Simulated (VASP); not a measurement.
# NbSi (Pm-3m) in VASP: further runs

Runs on NbSi. Level: PBE. Tasks: single point.

Program: VASP 6.6.1. These are calculated values, not measurements. Logs are shortened: lines on timing, memory, paths and dates and some standing lists are left out, and cuts for length are marked.

## (1) The cell of the first run

The structure is cubic, space group Pm-3m (No. 221). The conventional cell has a = 3.156 Å, b = 3.156 Å, c = 3.156 Å, α = 90.00°, β = 90.00°, γ = 90.00°. Within 3.6 Å of Nb (site symmetry m-3m) lie 8 Si at 2.73 Å and 6 Nb at 3.16 Å. Si (site symmetry m-3m) has 8 Nb at 2.73 Å and 6 Si at 3.16 Å within 3.6 Å.

## (2) Single point, PBE

INCAR

```
ALGO = Normal
EDIFF = 1E-6
ENCUT = 520
GGA = PE
ISIF = 2
ISMEAR = -1
LASPH = T
LCHARG = F
LREAL = F
LWAVE = F
NBANDS = 16
NELM = 100
PREC = Accurate
SIGMA = 0.05
```

KPOINTS

```
k-points
0
Gamma
  8 8 8
```

POSCAR

```
NbSi
1.0
    3.1564400000      0.0000000000      0.0000000000
    0.0000000000      3.1564400000      0.0000000000
    0.0000000000      0.0000000000      3.1564400000
Nb Si
1 1
Direct
    0.0000000000      0.0000000000      0.0000000000
    0.5000000000      0.5000000000      0.5000000000
```

Potentials or basis: VASP PAW PBE potentials, release 64 (Nb_sv, Si).

Run with:

```bash
> cat potpaw_PBE.64/Nb_sv/POTCAR potpaw_PBE.64/Si/POTCAR > POTCAR
> mpirun -np 1 vasp_std > vasp.out
```

OUTCAR:

```text
EDIFF = 1E-6
   ENCUT = 520
   GGA = PE
   ISIF = 2
   ISMEAR = -1
   LASPH = T
   LREAL = F
   NELM = 100
   PREC = Accurate

 ion  position               nearest neighbor table
   1  0.000  0.000  0.000-   2 2.73   2 2.73   2 2.73   2 2.73   2 2.73   2 2.73   2 2.73   2 2.73

   2  0.500  0.500  0.500-   1 2.73   1 2.73   1 2.73   1 2.73   1 2.73   1 2.73   1 2.73   1 2.73

  LATTYP: Found a simple cubic cell.
 ALAT       =     3.1564400000

  Lattice vectors:

 A1 = (   3.1564400000,   0.0000000000,   0.0000000000)
 A2 = (   0.0000000000,   3.1564400000,   0.0000000000)
 A3 = (   0.0000000000,   0.0000000000,   3.1564400000)

Analysis of symmetry for initial positions (statically):
=====================================================================
 Subroutine PRICEL returns:
 Original cell was already a primitive cell.

 Routine SETGRP: Setting up the symmetry group for a
 simple cubic supercell.

 Subroutine GETGRP returns: Found 48 space group operations
 (whereof 48 operations were pure point group operations)
 out of a pool of 48 trial point group operations.

The static configuration has the point symmetry O_h .

Analysis of symmetry for dynamics (positions and initial velocities):
=====================================================================
 Subroutine PRICEL returns:
 Original cell was already a primitive cell.

 Routine SETGRP: Setting up the symmetry group for a
 simple cubic supercell.

 Subroutine GETGRP returns: Found 48 space group operations
 (whereof 48 operations were pure point group operations)
 out of a pool of 48 trial point group operations.

The dynamic configuration has the point symmetry O_h .

 Subroutine INISYM returns: Found 48 space group operations
 (whereof 48 operations are pure point group operations),
 and found     1 'primitive' translations

----------------------------------------------------------------------------------------

                                     Primitive cell

  volume of cell :      31.4480

  direct lattice vectors                    reciprocal lattice vectors
     3.156440000  0.000000000  0.000000000     0.316812612  0.000000000  0.000000000
     0.000000000  3.156440000  0.000000000     0.000000000  0.316812612  0.000000000
[... 81 lines left out ...]
   LSORBIT =      F    spin-orbit coupling
   LASPH  =      T    aspherical Exc in radial PAW
   ENCUT  =  520.0 eV  38.22 Ry    6.18 a.u.   5.87  5.87  5.87*2*pi/ulx,y,z
   NELM   =    100;   NELMIN=  2; NELMDL= -5     # of ELM steps
   EDIFF  = 0.1E-05   stopping-criterion for ELM
   LREAL  =      F    real-space projection
   EDIFFG = 0.1E-04   stopping-criterion for IOM
   NSW    =      0    number of steps for IOM
   IBRION =     -1    ionic relax: 0-MD 1-quasi-New 2-CG
   NFREE  =      0    steps in history (QN), initial steepest desc. (CG)
   ISIF   =      2    stress and relaxation
   ISYM   =      2    0-nonsym 1-usesym 2-fastsym
   POTIM  = 0.5000    time-step for ionic-motion
   TEBEG  =    0.0;   TEEND  =   0.0 temperature during run
   PSTRESS=    0.0 pullay stress
   NELECT =      17.0000    total number of electrons
   NUPDOWN=      -1.0000    fix difference up-down
   EMIN   =  10.00;   EMAX   =-10.00  energy-range for DOS
   EFERMI =   0.00;   METHOD = LEGACY
   ISMEAR =    -1;   SIGMA  =   0.05  broadening in eV -4-tet -1-fermi 0-gaus
   EFERMI_NEDOS =   21; number of points for ismear=-14 and -15
   IALGO  =     38    algorithm
   IMIX   =      4    mixing-type and parameters
     AMIX     =   0.40;   BMIX     =  1.00
     AMIX_MAG =   1.60;   BMIX_MAG =  1.00
  volume/ion in A,a.u.               =      15.72       106.11
  Fermi-wavevector in a.u.,A,eV,Ry     =   1.333604  2.520146 24.197961  1.778500
  Thomas-Fermi vector in A             =   2.462450
   LORBIT       =      0    0 simple, 1 ext, 2 COOP (PROOUT), +10 PAW based schemes
   GGA     = PE    functional components
   LHFCALC =     F    Hartree Fock is set to
   AEXX    =    0.0000 exact exchange contribution
   IVDW    =     0    specifies the selected vdW correction
   LEPSILON=     F    determine dielectric tensor
   LRPA    =     F    only Hartree local field effects (RPA)
 non-spin polarized calculation
  energy-cutoff  :      520.00
  volume of cell :       31.45
 maximum number of plane-waves:       876
 NGX is ok and might be reduce to    24
   NGX = 11   NGY = 11   NGZ = 11

 number of electron      17.0000003 magnetization

 Free energy of the ion-electron system (eV)
  ---------------------------------------------------
  ext. energy  EPLUGINS =         0.00000000
  ---------------------------------------------------
  free energy    TOTEN  =       -16.02353761 eV

  energy without entropy =      -16.00381849  energy(sigma->0) =      -16.01367805

 E-fermi :  11.1378     XC(G=0): -12.0689

 val. band max:       11.1318894591   @ k =   0.2500   0.2500   0.0000
 cond. band min:      11.1593384154   @ k =   0.5000   0.2500   0.1250
 fundamental gap:      0.0274489564
 Fermi energy:        11.1377927415

 k-point     1 :       0.0000    0.0000    0.0000
  band No.  band energies     occupation
      1     -43.4798      2.00000
      2     -19.3922      2.00000
      3     -19.3922      2.00000
      4     -19.3922      2.00000
      5       0.0731      2.00000
      6       8.5027      2.00000
[... 433 lines left out ...]
      3     -19.6900      2.00000
      4     -19.3763      2.00000
      5       3.3457      2.00000
      6       7.1715      2.00000
[... 8 lines left out ...]
     15      21.6505      0.00000
     16      22.9241      0.00000

 [... further k-points ...]

------------------------ aborting loop because EDIFF is reached ----------------------------------------

  FORCE on cell =-STRESS in cart. coord.  units (eV):
  Direction    XX          YY          ZZ          XY          YZ          ZX
  --------------------------------------------------------------------------------------
  -------------------------------------------------------------------------------------
  Total       -0.0525513     -0.0525513     -0.0525513      0.0000000      0.0000000      0.0000000
  in kB       -2.6773260     -2.6773260     -2.6773260      0.0000000      0.0000000      0.0000000
  external PRESSURE =      -2.6773260 kB  Pullay stress =       0.0000000 kB

 VOLUME and BASIS-vectors are now :
 -----------------------------------------------------------------------------
  energy-cutoff  :      520.00
  volume of cell :       31.45
      direct lattice vectors                 reciprocal lattice vectors
     3.156440000  0.000000000  0.000000000     0.316812612  0.000000000  0.000000000
     0.000000000  3.156440000  0.000000000     0.000000000  0.316812612  0.000000000
     0.000000000  0.000000000  3.156440000     0.000000000  0.000000000  0.316812612

 POSITION                                       TOTAL-FORCE (eV/Angst)
 -----------------------------------------------------------------------------------
      0.00000      0.00000      0.00000         0.000000      0.000000      0.000000
      1.57822      1.57822      1.57822         0.000000      0.000000      0.000000
 -----------------------------------------------------------------------------------
    total drift:                                0.000000      0.000000      0.000000

  FREE ENERGIE OF THE ION-ELECTRON SYSTEM (eV)
  ---------------------------------------------------
  free  energy   TOTEN  =       -16.0235376085 eV

  energy  without entropy=      -16.0038184870  energy(sigma->0) =      -16.01367805
```

OSZICAR:

```text
N       E                     dE             d eps       ncg     rms          rms(c)
DAV:   1     0.122807204263E+03    0.12281E+03   -0.83880E+03  1120   0.101E+03
DAV:   2    -0.118150974813E+02   -0.13462E+03   -0.12722E+03  1408   0.339E+02
DAV:   3    -0.167879976103E+02   -0.49729E+01   -0.48490E+01  1792   0.535E+01
DAV:   4    -0.169527018434E+02   -0.16470E+00   -0.16244E+00  1432   0.901E+00
DAV:   5    -0.169595398659E+02   -0.68380E-02   -0.68367E-02  1776   0.177E+00    0.817E+00
DAV:   6    -0.160471758439E+02    0.91236E+00   -0.22299E+00  1728   0.141E+01    0.264E+00
DAV:   7    -0.160301633452E+02    0.17012E-01   -0.10704E-01  1312   0.250E+00    0.162E+00
DAV:   8    -0.160232369281E+02    0.69264E-02   -0.29866E-02  1648   0.137E+00    0.315E-01
DAV:   9    -0.160234859561E+02   -0.24903E-03   -0.41645E-03  1704   0.429E-01    0.204E-01
DAV:  10    -0.160235584489E+02   -0.72493E-04   -0.74767E-04  1496   0.283E-01    0.371E-02
DAV:  11    -0.160235379250E+02    0.20524E-04   -0.47809E-05  1384   0.762E-02    0.248E-02
DAV:  12    -0.160235376085E+02    0.31656E-06   -0.37777E-06  1416   0.252E-02
   1 F= -.16023538E+02 E0= -.16013678E+02  d E =-.197191E-01
```

stdout:

```text
POSCAR found type information on POSCAR NbSi
 POSCAR found :  2 types and       2 ions
 scaLAPACK will be used
 LDA part: xc-table for (Slater+PW92), standard interpolation
 POSCAR, INCAR and KPOINTS ok, starting setup
 FFT: planning ... GRIDC
 FFT: planning ... GRID_SOFT
 FFT: planning ... GRID
 WAVECAR not read
 entering main loop
```

It took 9.4 s on 1 thread of Intel Xeon Platinum 8259CL at 2.50GHz (Skylake/Cascade Lake), shared host; peak memory 0.14 GiB.

What came out:

```yaml
Free_energy: -16.0235 eV
Pressure: -0.3 GPa
```

## (3) Single point, PBE (volume scaled by 1.02)

INCAR

```
SYSTEM = NbSi
PREC = Accurate
ENCUT = 520
EDIFF = 1E-6
ISMEAR = -1
SIGMA = 0.05
LREAL = .FALSE.
LASPH = .TRUE.
NELM = 100
ALGO = Normal
ISIF = 2
LWAVE = .FALSE.
LCHARG = .TRUE.
GGA = PE
LELF = .TRUE.
LVHAR = .TRUE.
NBANDS = 16
```

KPOINTS

```
regular mesh
0
G
  8 8 8
  0 0 0
```

POSCAR

```
NbSi
1.0
    3.1773441854      0.0000000000      0.0000000000
    0.0000000000      3.1773441854      0.0000000000
    0.0000000000      0.0000000000      3.1773441854
Nb Si
1 1
Direct
    0.0000000000      0.0000000000      0.0000000000
    0.5000000000      0.5000000000      0.5000000000
```

Potentials or basis: VASP PAW PBE potentials, release 64 (Nb_sv, Si).

Run with:

```bash
> cat potpaw_PBE.64/Nb_sv/POTCAR potpaw_PBE.64/Si/POTCAR > POTCAR
> mpirun -np 1 vasp_std > vasp.out
```

Run time: 9.8 s. Hardware: 1 thread of Intel Xeon Platinum 8259CL at 2.50GHz (Skylake/Cascade Lake), shared host; peak memory 0.14 GiB.

Results (log left out):

- Free energy: -16.0162 eV
- Pressure: -3.5 GPa

Levels at points of the mesh, in eV from the Fermi level:
```csv
k point,band 5,band 6,band 7,band 8,band 9,band 10,band 11,band 12
"(0.00, 0.00, 0.00)",-10.95,-2.55,-2.55,2.21,2.21,2.21,2.42,2.42
"(0.50, 0.00, 0.00)",-7.95,-6.19,-1.44,-1.04,-1.04,2.66,4.09,5.44
"(0.50, 0.50, 0.00)",-7.90,-2.86,-2.86,-2.13,0.33,0.33,4.06,4.41
"(0.50, 0.50, 0.50)",-4.97,-4.97,-4.97,-3.95,3.80,3.80,3.80,4.20
```

## (4) Single point, PBE (volume scaled by 1.04)

INCAR

```
PREC = Accurate
ENCUT = 520
EDIFF = 1E-7
ISMEAR = -1
SIGMA = 0.05
LREAL = False
LASPH = True
NELM = 80
ALGO = Normal
ISIF = 2
LWAVE = False
LCHARG = False
GGA = PE
NBANDS = 16
```

KPOINTS

```
regular mesh
0
Gamma
  8 8 8
```

POSCAR

```
NbSi
1.0
    3.1979768686      0.0000000000      0.0000000000
    0.0000000000      3.1979768686      0.0000000000
    0.0000000000      0.0000000000      3.1979768686
Nb Si
1 1
Direct
    0.0000000000      0.0000000000      0.0000000000
    0.5000000000      0.5000000000      0.5000000000
```

Potentials or basis: VASP PAW PBE potentials, release 64 (Nb_sv, Si).

Run with:

```bash
> cat potpaw_PBE.64/Nb_sv/POTCAR potpaw_PBE.64/Si/POTCAR > POTCAR
> mpirun -np 1 vasp_std > vasp.out
```

OUTCAR:

```text
PREC = Accurate
   ENCUT = 520
   EDIFF = 1E-7
   ISMEAR = -1
   LREAL = False
   LASPH = True
   NELM = 80
   ISIF = 2
   GGA = PE

 ion  position               nearest neighbor table
   1  0.000  0.000  0.000-   2 2.77   2 2.77   2 2.77   2 2.77   2 2.77   2 2.77   2 2.77   2 2.77

   2  0.500  0.500  0.500-   1 2.77   1 2.77   1 2.77   1 2.77   1 2.77   1 2.77   1 2.77   1 2.77

  LATTYP: Found a simple cubic cell.
 ALAT       =     3.1979768686

  Lattice vectors:
[... 642 lines left out ...]
 [... further k-points ...]

------------------------ aborting loop because EDIFF is reached ----------------------------------------

  FORCE on cell =-STRESS in cart. coord.  units (eV):
  Direction    XX          YY          ZZ          XY          YZ          ZX
  --------------------------------------------------------------------------------------
  -------------------------------------------------------------------------------------
  Total       -1.2946929     -1.2946929     -1.2946929     -0.0000000      0.0000000     -0.0000000
  in kB      -63.4236744    -63.4236744    -63.4236744     -0.0000000      0.0000000     -0.0000000
  external PRESSURE =     -63.4236744 kB  Pullay stress =       0.0000000 kB

 VOLUME and BASIS-vectors are now :
 -----------------------------------------------------------------------------
  energy-cutoff  :      520.00
  volume of cell :       32.71
      direct lattice vectors                 reciprocal lattice vectors
     3.197976869  0.000000000  0.000000000     0.312697696  0.000000000  0.000000000
     0.000000000  3.197976869  0.000000000     0.000000000  0.312697696  0.000000000
     0.000000000  0.000000000  3.197976869     0.000000000  0.000000000  0.312697696

 POSITION                                       TOTAL-FORCE (eV/Angst)
 -----------------------------------------------------------------------------------
      0.00000      0.00000      0.00000         0.000000      0.000000      0.000000
      1.59899      1.59899      1.59899         0.000000      0.000000      0.000000
 -----------------------------------------------------------------------------------
    total drift:                                0.000000      0.000000      0.000000

  FREE ENERGIE OF THE ION-ELECTRON SYSTEM (eV)
  ---------------------------------------------------
  free  energy   TOTEN  =       -15.9969684413 eV

  energy  without entropy=      -15.9757613281  energy(sigma->0) =      -15.98636488
```

OSZICAR:

```text
N       E                     dE             d eps       ncg     rms          rms(c)
DAV:   1     0.118813023477E+03    0.11881E+03   -0.82886E+03  1120   0.100E+03
DAV:   2    -0.120416028467E+02   -0.13085E+03   -0.12426E+03  1392   0.329E+02
DAV:   3    -0.168541600466E+02   -0.48126E+01   -0.47141E+01  1728   0.541E+01
DAV:   4    -0.169882769553E+02   -0.13412E+00   -0.13374E+00  1448   0.834E+00
DAV:   5    -0.169931363242E+02   -0.48594E-02   -0.48583E-02  1760   0.160E+00    0.778E+00
DAV:   6    -0.160283768287E+02    0.96476E+00   -0.24368E+00  1720   0.145E+01    0.247E+00
DAV:   7    -0.160049660108E+02    0.23411E-01   -0.12652E-01  1384   0.279E+00    0.155E+00
DAV:   8    -0.159967276345E+02    0.82384E-02   -0.31129E-02  1592   0.141E+00    0.311E-01
DAV:   9    -0.159969480567E+02   -0.22042E-03   -0.40420E-03  1728   0.427E-01    0.203E-01
DAV:  10    -0.159969950644E+02   -0.47008E-04   -0.83456E-04  1504   0.291E-01    0.329E-02
DAV:  11    -0.159969698344E+02    0.25230E-04   -0.76041E-05  1624   0.983E-02    0.247E-02
DAV:  12    -0.159969681303E+02    0.17042E-05   -0.42194E-06  1432   0.157E-02    0.331E-03
DAV:  13    -0.159969686045E+02   -0.47428E-06   -0.38190E-07  1504   0.510E-03    0.180E-03
DAV:  14    -0.159969684694E+02    0.13513E-06   -0.23242E-08   920   0.161E-03    0.758E-04
DAV:  15    -0.159969684413E+02    0.28080E-07   -0.11817E-08   776   0.128E-03
   1 F= -.15996968E+02 E0= -.15986365E+02  d E =-.212071E-01
```

stdout:

```text
POSCAR found type information on POSCAR NbSi
 POSCAR found :  2 types and       2 ions
 scaLAPACK will be used
 LDA part: xc-table for (Slater+PW92), standard interpolation
 POSCAR, INCAR and KPOINTS ok, starting setup
 FFT: planning ... GRIDC
 FFT: planning ... GRID_SOFT
 FFT: planning ... GRID
 WAVECAR not read
 entering main loop
```

Run time: 11 s. Hardware: 1 thread of Intel Xeon Platinum 8259CL at 2.50GHz (Skylake/Cascade Lake), shared host; peak memory 0.14 GiB.

What came out:

```yaml
Free_energy: -15.9970 eV
Pressure: -6.3 GPa
```

Levels at points of the mesh, in eV from the Fermi level:
```csv
k point,band 4,band 5,band 6,band 7,band 8,band 9,band 10,band 11,band 12,band 13
"(0.00, 0.00, 0.00)",-30.63,-10.84,-2.48,-2.48,2.16,2.16,2.16,2.37,2.37,2.37
"(0.50, 0.00, 0.00)",-30.59,-7.91,-6.10,-1.40,-1.01,-1.01,2.59,3.98,5.48,8.36
"(0.50, 0.50, 0.00)",-30.56,-7.81,-2.83,-2.83,-2.08,0.34,0.34,3.95,4.25,4.55
"(0.50, 0.50, 0.50)",-30.89,-4.86,-4.86,-4.86,-3.99,3.73,3.73,3.73,4.08,4.08
```

## (5) Summary

```tsv
cell	gap on the mesh (eV)	pressure (GPa)
a = 3.156 Å, 2 atoms	none	-0.3
a = 3.177 Å, 2 atoms	none	-3.5
a = 3.198 Å, 2 atoms	none	-6.3
```

Alike in all rows: task single point; level PBE; potentials or basis VASP PAW PBE potentials, release 64 (Nb_sv, Si); no spin polarisation; k mesh 8 × 8 × 8; cutoff (eV) 520; smearing fermi-dirac 0.05 eV.

Total energies depend on the potentials used, so only differences within one code and one set of settings carry meaning.
